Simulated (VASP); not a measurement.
# Al3Cu2 (P-3m1) in VASP: further runs, part 2 of 2

VASP 6.6.1.

### Step 5. Single point, PBEsol+D3(BJ)

INCAR reads:

```
SYSTEM = Al3Cu2
PREC = Accurate ; ENCUT = 520
EDIFF = 1E-6 ; ISMEAR = 0
SIGMA = 0.1 ; LREAL = .False.
LASPH = .True. ; NELM = 100
ALGO = Fast ; ISIF = 2
LWAVE = .False. ; LCHARG = .False.
GGA = PS ; IVDW = 12
NBANDS = 24
```

KPOINTS reads:

```
regular mesh
0
Gamma
  12 12 8
  0 0 0
```

POSCAR reads:

```
Al3Cu2
1.0
    4.0919516368      0.0000000000      0.0000000000
   -2.0459758184      3.5437340685      0.0000000000
    0.0000000000      0.0000000000      4.9927787000
Al Cu
3 2
Direct
    0.0000000000      0.0000000000      0.0000000000
    0.3333333333      0.6666666667      0.3499253500
    0.6666666667      0.3333333333      0.6500746500
    0.3333333333      0.6666666667      0.8395121300
    0.6666666667      0.3333333333      0.1604878700
```

Potentials or basis: VASP PAW PBE potentials, release 64 (Al, Cu).

Started as:

```sh
> cat potpaw_PBE.64/Al/POTCAR potpaw_PBE.64/Cu/POTCAR > POTCAR
> mpirun -np 1 vasp_std > vasp.out
```

OUTCAR:

```text
SYSTEM = Al3Cu2
   PREC = Accurate
   ENCUT = 520
   EDIFF = 1E-6
   ISMEAR = 0
   LREAL = .False.
   LASPH = .True.
   NELM = 100
   ISIF = 2
   GGA = PS
   IVDW = 12
 IVDW          = 12

 ion  position               nearest neighbor table
   1  0.000  0.000  0.000-   4 2.49   5 2.49   4 2.49   5 2.49   5 2.49   4 2.49   2 2.94   3 2.94
                             2 2.94   3 2.94   2 2.94   3 2.94
   2  0.333  0.667  0.350-   4 2.44   5 2.54   5 2.54   5 2.54   4 2.55   3 2.80   3 2.80   3 2.80
                             1 2.94   1 2.94   1 2.94
   3  0.667  0.333  0.650-   5 2.44   4 2.54   4 2.54   4 2.54   5 2.55   2 2.80   2 2.80   2 2.80
                             1 2.94   1 2.94   1 2.94
   4  0.333  0.667  0.840-   2 2.44   1 2.49   1 2.49   1 2.49   3 2.54   3 2.54   3 2.54   2 2.55

   5  0.667  0.333  0.160-   3 2.44   1 2.49   1 2.49   1 2.49   2 2.54   2 2.54   2 2.54   3 2.55

  LATTYP: Found a hexagonal cell.
 ALAT       =     4.0919516368
 C/A-ratio  =     1.2201460680

  Lattice vectors:

 A1 = (   4.0919516368,   0.0000000000,   0.0000000000)
 A2 = (  -2.0459758184,   3.5437340685,   0.0000000000)
 A3 = (   0.0000000000,   0.0000000000,   4.9927787000)

Analysis of symmetry for initial positions (statically):
=====================================================================
 Subroutine PRICEL returns:
 Original cell was already a primitive cell.

 Routine SETGRP: Setting up the symmetry group for a
 hexagonal supercell.

 Subroutine GETGRP returns: Found 12 space group operations
 (whereof 12 operations were pure point group operations)
 out of a pool of 24 trial point group operations.

The static configuration has the point symmetry D_3d.

Analysis of symmetry for dynamics (positions and initial velocities):
=====================================================================
 Subroutine PRICEL returns:
 Original cell was already a primitive cell.

 Routine SETGRP: Setting up the symmetry group for a
 hexagonal supercell.

 Subroutine GETGRP returns: Found 12 space group operations
 (whereof 12 operations were pure point group operations)
 out of a pool of 24 trial point group operations.

The dynamic configuration has the point symmetry D_3d.

 Subroutine INISYM returns: Found 12 space group operations
 (whereof 12 operations are pure point group operations),
 and found     1 'primitive' translations

----------------------------------------------------------------------------------------

                                     Primitive cell

  volume of cell :      72.3992

  direct lattice vectors                    reciprocal lattice vectors
     4.091951637  0.000000000  0.000000000     0.244382165  0.141094109  0.000000000
    -2.045975818  3.543734069  0.000000000     0.000000000  0.282188217  0.000000000
     0.000000000  0.000000000  4.992778700     0.000000000  0.000000000  0.200289270

  length of vectors
     4.091951637  4.091951637  4.992778700     0.282188217  0.282188217  0.200289270

  position of ions in fractional coordinates (direct lattice)
     0.000000000  0.000000000  0.000000000
     0.333333333  0.666666667  0.349925350
     0.666666667  0.333333333  0.650074650
     0.333333333  0.666666667  0.839512130
     0.666666667  0.333333333  0.160487870

  ion indices of the primitive-cell ions
   primitive index   ion index
                 1           1
                 2           2
                 3           3
                 4           4
                 5           5

[... 32 lines left out ...]
  0.333333  0.000000  0.000000      6.000000
  0.416667  0.000000  0.000000      6.000000
[... 16 lines left out ...]
  0.166667  0.000000  0.125000      6.000000
  0.000000  0.166667  0.125000      6.000000
 [... further k-points ...]
   k-points           NKPTS =    131   k-points in BZ     NKDIM =    131   number of bands    NBANDS=     24
   number of dos      NEDOS =    301   number of ions     NIONS =      5
   total plane-waves  NPLWV =  36000
   dimension x,y,z NGX =    30 NGY =   30 NGZ =   40
   dimension x,y,z NGXF=    60 NGYF=   60 NGZF=   80
   ions per type =               3   2
   NGX,Y,Z   is equivalent  to a cutoff of  12.19, 12.19, 13.32 a.u.
   NGXF,Y,Z  is equivalent  to a cutoff of  24.38, 24.38, 26.64 a.u.
 SYSTEM =  Al3Cu2
   PREC   = accura    normal or accurate (medium, high low for compatibility)
   ISTART =      0    job   : 0-new  1-cont  2-samecut
   ICHARG =      2    charge: 1-file 2-atom 10-const
   ISPIN  =      1    spin polarized calculation?
   LNONCOLLINEAR =      F non collinear calculations
   LSORBIT =      F    spin-orbit coupling
   LASPH  =      T    aspherical Exc in radial PAW
   ENCUT  =  520.0 eV  38.22 Ry    6.18 a.u.   7.61  7.61  9.28*2*pi/ulx,y,z
   NELM   =    100;   NELMIN=  2; NELMDL= -5     # of ELM steps
   EDIFF  = 0.1E-05   stopping-criterion for ELM
   LREAL  =      F    real-space projection
   EDIFFG = 0.1E-04   stopping-criterion for IOM
   NSW    =      0    number of steps for IOM
   IBRION =     -1    ionic relax: 0-MD 1-quasi-New 2-CG
   NFREE  =      0    steps in history (QN), initial steepest desc. (CG)
   ISIF   =      2    stress and relaxation
   ISYM   =      2    0-nonsym 1-usesym 2-fastsym
   POTIM  = 0.5000    time-step for ionic-motion
   TEBEG  =    0.0;   TEEND  =   0.0 temperature during run
   PSTRESS=    0.0 pullay stress
   NELECT =      31.0000    total number of electrons
   NUPDOWN=      -1.0000    fix difference up-down
   EMIN   =  10.00;   EMAX   =-10.00  energy-range for DOS
   EFERMI =   0.00;   METHOD = LEGACY
   ISMEAR =     0;   SIGMA  =   0.10  broadening in eV -4-tet -1-fermi 0-gaus
   EFERMI_NEDOS =   21; number of points for ismear=-14 and -15
   IALGO  =     68    algorithm
   IMIX   =      4    mixing-type and parameters
     AMIX     =   0.40;   BMIX     =  1.00
     AMIX_MAG =   1.60;   BMIX_MAG =  1.00
  volume/ion in A,a.u.               =      14.48        97.71
  Fermi-wavevector in a.u.,A,eV,Ry     =   1.233912  2.331755 20.715388  1.522538
  Thomas-Fermi vector in A             =   2.368623
   LORBIT       =      0    0 simple, 1 ext, 2 COOP (PROOUT), +10 PAW based schemes
   GGA     = PS    functional components
   LHFCALC =     F    Hartree Fock is set to
   AEXX    =    0.0000 exact exchange contribution
   IVDW    =    12    specifies the selected vdW correction
   LEPSILON=     F    determine dielectric tensor
   LRPA    =     F    only Hartree local field effects (RPA)
 non-spin polarized calculation
 RMM-DIIS sequential band-by-band and
 Gauss-broadening in eV      SIGMA  =   0.10
  energy-cutoff  :      520.00
  volume of cell :       72.40
 maximum number of plane-waves:      2010
   NGX = 15   NGY = 15   NGZ = 19

 number of electron      30.9999996 magnetization

 Free energy of the ion-electron system (eV)
  ---------------------------------------------------
  ext. energy  EPLUGINS =         0.00000000
  ---------------------------------------------------
  free energy    TOTEN  =       -21.71756637 eV

  energy without entropy =      -21.71060357  energy(sigma->0) =      -21.71408497

 E-fermi :   8.3039     XC(G=0): -11.0719

 val. band max:        8.2898713997   @ k =   0.3333   0.0833   0.0000
 cond. band min:       8.3091792589   @ k =  -0.0833   0.3333   0.1250
 fundamental gap:      0.0193078593
 Fermi energy:         8.3039366952

 k-point     1 :       0.0000    0.0000    0.0000
  band No.  band energies     occupation
      1      -2.9593      2.00000
      2       1.8598      2.00000
      3       2.4062      2.00000
      4       2.9504      2.00000
      5       2.9504      2.00000
      6       3.3068      2.00000
[... 637 lines left out ...]
     23      13.8637      0.00000
     24      14.2773      0.00000

 [... further k-points ...]

------------------------ aborting loop because EDIFF is reached ----------------------------------------

 Edisp (eV)   -1.92972

 E8    (eV) :    -1.2825

  FORCE on cell =-STRESS in cart. coord.  units (eV):
  Direction    XX          YY          ZZ          XY          YZ          ZX
  --------------------------------------------------------------------------------------
  -------------------------------------------------------------------------------------
  Total      -1.63885    -1.63885    -1.87950     0.00000     0.00000     0.00000
  in kB     -36.26731   -36.26731   -41.59283     0.00000     0.00000     0.00000
  external pressure =      -38.04 kB  Pullay stress =        0.00 kB

 VOLUME and BASIS-vectors are now :
 -----------------------------------------------------------------------------
  energy-cutoff  :      520.00
  volume of cell :       72.40
      direct lattice vectors                 reciprocal lattice vectors
     4.091951637  0.000000000  0.000000000     0.244382165  0.141094109  0.000000000
    -2.045975818  3.543734069  0.000000000     0.000000000  0.282188217  0.000000000
     0.000000000  0.000000000  4.992778700     0.000000000  0.000000000  0.200289270

 POSITION                                       TOTAL-FORCE (eV/Angst)
 -----------------------------------------------------------------------------------
      0.00000      0.00000      0.00000         0.000000      0.000000      0.000000
     -0.00000      2.36249      1.74710        -0.000000     -0.000000      0.033905
      2.04598      1.18124      3.24568         0.000000      0.000000     -0.033905
     -0.00000      2.36249      4.19150         0.000000     -0.000000      0.058338
      2.04598      1.18124      0.80128         0.000000      0.000000     -0.058338
 -----------------------------------------------------------------------------------
    total drift:                               -0.000000      0.000000      0.000000

  FREE ENERGIE OF THE ION-ELECTRON SYSTEM (eV)
  ---------------------------------------------------
  free  energy   TOTEN  =       -23.6472883925 eV

  energy  without entropy=      -23.6403255946  energy(sigma->0) =      -23.64380699
```

OSZICAR:

```text
N       E                     dE             d eps       ncg     rms          rms(c)
DAV:   1     0.173856363948E+03    0.17386E+03   -0.12256E+04  6296   0.148E+03
DAV:   2    -0.154380283644E+02   -0.18929E+03   -0.17624E+03  6312   0.288E+02
DAV:   3    -0.263183224758E+02   -0.10880E+02   -0.10282E+02  8296   0.913E+01
[... 12 lines left out ...]
RMM:  16    -0.217176813473E+02    0.48632E-03   -0.36612E-03 10753   0.744E-01    0.842E-02
RMM:  17    -0.217175683475E+02    0.11300E-03   -0.20931E-04  7656   0.191E-01    0.143E-02
RMM:  18    -0.217175647914E+02    0.35561E-05   -0.49292E-05  7443   0.573E-02    0.690E-03
RMM:  19    -0.217175662179E+02   -0.14265E-05   -0.10843E-05  7221   0.416E-02    0.646E-03
RMM:  20    -0.217175663700E+02   -0.15208E-06   -0.42519E-06  5663   0.143E-02
   1 F= -.23647288E+02 E0= -.23643807E+02  d E =-.696280E-02
```

Wall time 4.4 min (1 thread of Intel Xeon 6975P-C, shared host); peak memory 0.34 GiB.

Results:

```
Free energy                : -23.6473 eV
Pressure                   : -3.8 GPa
Largest force              : 0.058 eV/Å
Dispersion energy per atom : -0.386 eV
```

Forces in eV/Å, atoms in the order of the input:
```
Al   0.000  0.000  0.000
Al   0.000  0.000  0.034
Al   0.000  0.000 -0.034
Cu   0.000  0.000  0.058
Cu   0.000  0.000 -0.058
```

Caveat: three body term missing; the PAW data sets were made with another functional, which shifts forces and pressure a little; pairwise dispersion overbinds metals, which lowers pressure and volume.

### Step 6. Summary

| level | cell | gap on the mesh (eV) | pressure (GPa) | largest force (eV/Å) |
| --- | --- | --- | --- | --- |
| PBEsol | a = 4.092, b = 4.092, c = 4.993 Å, angles 90.0, 90.0, 120.0°, 5 atoms | none | 0.5 | 0.06 |
| PBEsol+D4 | a = 4.068, b = 4.068, c = 4.948 Å, angles 90.0, 90.0, 120.0°, 5 atoms | none | 0.3 | - |
| PBEsol+D3(BJ) | a = 4.092, b = 4.092, c = 4.993 Å, angles 90.0, 90.0, 120.0°, 5 atoms | none | -3.8 | 0.06 |

Alike in all rows: task single point; potentials or basis VASP PAW PBE potentials, release 64 (Al, Cu); no spin polarisation; k mesh 12 × 12 × 8; cutoff (eV) 520; smearing gaussian 0.1 eV.

Caveats: the PAW data sets were made with another functional, which shifts forces and pressure a little; pairwise dispersion overbinds metals, which lowers pressure and volume (some runs); three body term missing (some runs).

Total energies depend on the potentials used, so only differences within one code and one set of settings carry meaning.
